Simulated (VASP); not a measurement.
Write the native input for VASP 6.6.1 that does the following.

```
Task                   : single point
Functional             : LDA
Potentials or basis    : VASP PAW LDA potentials, release 64 (Zr_sv, C)
Cutoff                 : 520 eV
k mesh                 : 9 × 9 × 5
Occupations            : fermi-dirac, width 0.05 eV
Spin                   : no spin polarisation
Dipole correction      : no
Further INCAR settings : ALGO = Normal; EDIFF = 1e-06; NBANDS = 24
```

The structure of ZrC lies in POSCAR:

```
ZrC
1.0
    3.4579926937      0.0000000000      0.0000000000
   -1.7289963468      2.9947095188      0.0000000000
    0.0000000000      0.0000000000      5.3938058701
Zr C
2 2
Direct
    0.6666666667      0.3333333333      0.7500000000
    0.3333333333      0.6666666667      0.2500000000
    0.0000000000      0.0000000000      0.5000000000
    0.0000000000      0.0000000000      0.0000000000
```

One way to write it, as run:

INCAR

```
SYSTEM = ZrC
PREC = Accurate
ENCUT = 520
EDIFF = 1E-6
ISMEAR = -1
SIGMA = 0.05
LREAL = .False.
LASPH = .True.
NELM = 60
ALGO = Normal
ISIF = 2
LWAVE = .False.
LCHARG = .False.
NBANDS = 24
```

KPOINTS

```
Automatic mesh
0
Gamma
  9 9 5
  0 0 0
```

Potentials or basis: VASP PAW LDA potentials, release 64 (Zr_sv, C).

Launch:

```sh
$ cat potpaw_LDA.64/Zr_sv/POTCAR potpaw_LDA.64/C/POTCAR > POTCAR
$ mpirun -np 1 vasp_std > vasp.out
```

It gave:

* Pressure: -21.3 GPa
* Band gap on the k mesh: zero (band 16 reaches 9.80 eV, above the bottom of band 17 at 8.88 eV)

It took 21 s on 1 thread of Intel(R) Xeon(R) 6975P-C (Granite Rapids), on a shared host, peak memory 0.17 GiB.
